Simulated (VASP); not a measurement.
**RbCdI3: relaxation of cell and atoms with r2SCAN+rVV10**

RbCdI3:

```xyz
5
Lattice="5.8735 0.0000 0.0000 0.0000 5.8735 0.0000 0.0000 0.0000 5.8735" Properties=species:S:1:pos:R:3 pbc="T T T"
Rb    0.0000    0.0000    0.0000
Cd    2.9367    2.9367    2.9367
I     2.9367    2.9367    0.0000
I     2.9367    0.0000    2.9367
I     0.0000    2.9367    2.9367
```

* Program: VASP 6.6.1
* Task: relaxation of cell and atoms
* Functional: r2SCAN
* Dispersion: rVV10
* Potentials or basis: VASP PAW PBE potentials, release 64 (Rb_sv, Cd, I)
* Cutoff: 600 eV
* k mesh: 4 × 4 × 4
* Occupations: fermi-dirac, width 0.03 eV
* Spin: no spin polarisation
* Dipole correction: no
* Further INCAR settings: ALGO = Normal; EDIFF = 1e-07; IBRION = 2; EDIFFG = -0.01; NSW = 100; ISIF = 3

The relaxed volume is 41.22 Å³/atom, the relaxed cell is a = 5.907 Å, b = 5.907 Å, c = 5.907 Å, α = 90.00°, β = 90.00°, γ = 90.00° and the space group after relaxing (to 0.1 Å) is Pm-3m (No. 221). The energy gained by relaxing is 1.1 meV/atom and the ionic steps are 2. The pressure after relaxing is 0.0 GPa and the band gap on the k mesh is 0.18 eV (least direct gap 0.68 eV).

The path:
```
step  energy change (eV)  largest force (eV/Å)  pressure (GPa)  volume (Å³)
   1              0.0000                0.0000            0.46       202.62
   2             -0.0053                0.0000            0.04       206.09
```

Final structure:
```cif
data_structure
_symmetry_space_group_name_H-M 'P 1'
_symmetry_Int_Tables_number 1
_cell_length_a 5.9068
_cell_length_b 5.9068
_cell_length_c 5.9068
_cell_angle_alpha 90.000
_cell_angle_beta 90.000
_cell_angle_gamma 90.000
_cell_volume 206.09
loop_
_atom_site_label
_atom_site_type_symbol
_atom_site_fract_x
_atom_site_fract_y
_atom_site_fract_z
_atom_site_occupancy
Rb1 Rb 0.00000 0.00000 0.00000 1
Cd1 Cd 0.50000 0.50000 0.50000 1
I1 I 0.50000 0.50000 0.00000 1
I2 I 0.50000 0.00000 0.50000 1
I3 I 0.00000 0.50000 0.50000 1
```

Levels at points of the mesh, in eV from the valence-band top:
```csv
k point,band 18,band 19,band 20,band 21,band 22,band 23,band 24,band 25
"(0.00, 0.00, 0.00)",-0.81,-0.50,-0.50,-0.50,0.18,4.10,5.36,5.36
"(0.50, 0.00, 0.00)",-1.08,-1.03,-0.66,-0.66,3.09,5.40,5.80,6.88
"(0.50, 0.50, 0.00)",-1.13,-1.13,-0.18,-0.02,4.63,5.49,5.49,6.26
"(0.50, 0.50, 0.50)",-0.16,0.00,0.00,0.00,4.62,4.76,4.76,4.76
```

Wall time 11 min on 1 thread of Intel(R) Xeon(R) Platinum 8259CL CPU @ 2.50GHz (Skylake/Cascade Lake), on a shared host, peak memory 0.79 GiB.

Caveat: semilocal functionals underestimate gaps, and a narrow one can read as zero; the PAW data sets were made with another functional, which shifts forces and pressure a little; spin-orbit coupling is left out, which moves the levels of the heavy elements. A k mesh can miss the band edges.
